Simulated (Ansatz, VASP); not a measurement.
One calculation of Ge, two programs

Contents of INCAR:

```
PREC = Accurate
ENCUT = 500
EDIFF = 1E-6
ISMEAR = -1
SIGMA = 0.02
LREAL = F
LASPH = T
NELM = 200
ALGO = Normal
ISIF = 2
LWAVE = F
LCHARG = F
ISPIN = 2
MAGMOM = 0 0
LORBIT = 11
GGA = PE
NBANDS = 25
GGA_COMPAT = F
```

Contents of KPOINTS:

```
regular mesh
0
Gamma
  6 6 6
```

POSCAR

```
Ge
1.0
    0.0000000000      2.8368735121      2.8368735121
    2.8368735121      0.0000000000      2.8368735121
    2.8368735121      2.8368735121      0.0000000000
Ge
2
Direct
    0.0000000000      0.0000000000      0.0000000000
    0.2500000000      0.2500000000      0.2500000000
```

Input for Ansatz:

```yaml
crystal:
  lattice:
    - [0.0, 2.8368735121, 2.8368735121]
    - [2.8368735121, 0.0, 2.8368735121]
    - [2.8368735121, 2.8368735121, 0.0]
  atoms:
    - { symbol: Ge, position: [0.0, 0.0, 0.0] }
    - { symbol: Ge, position: [0.25, 0.25, 0.25] }
kpoints:
  mp_grid: { grid: [6, 6, 6] }
hamiltonian:
  xc: pbe
scf:
  occupations: { method: fermi_dirac, width: 0.02 }
  n_extra_bands: 4
  max_iter: 60
output:
  forces: true
  stress: true
  eigenvalues: true
magnetization:
  spin_polarized: true
  initial_magnetization: 2.0
```

Alike in both runs: task single point; functional PBE; k mesh 6 × 6 × 6; occupations fermi-dirac, width 0.02 eV; collinear spin.

|  | VASP | Ansatz |
| --- | --- | --- |
| version | VASP 6.6.1 | Ansatz 0.2.0 |
| potentials or method | VASP PAW PBE potentials, release 64 (Ge_d) | plane waves |
| plane-wave cutoff (eV) | 500 | 420 |
| valence electrons in the cell | 28 | 28 |

Ansatz gave:

```
gap on the k mesh at the Fermi level (eV) : none
pressure (GPa)                            : 3.1
net moment per atom (μB)                  : 0.00
```

Q: What did VASP give for the same quantities?

A: gap on the k mesh at the Fermi level (eV): none; pressure (GPa): 3.0; net moment per atom (μB): 0.00.

A gap of «none» marks a metal or a gap that the smearing closes. Ansatz's warnings: moment headroom below auto, seeded moment not kept.
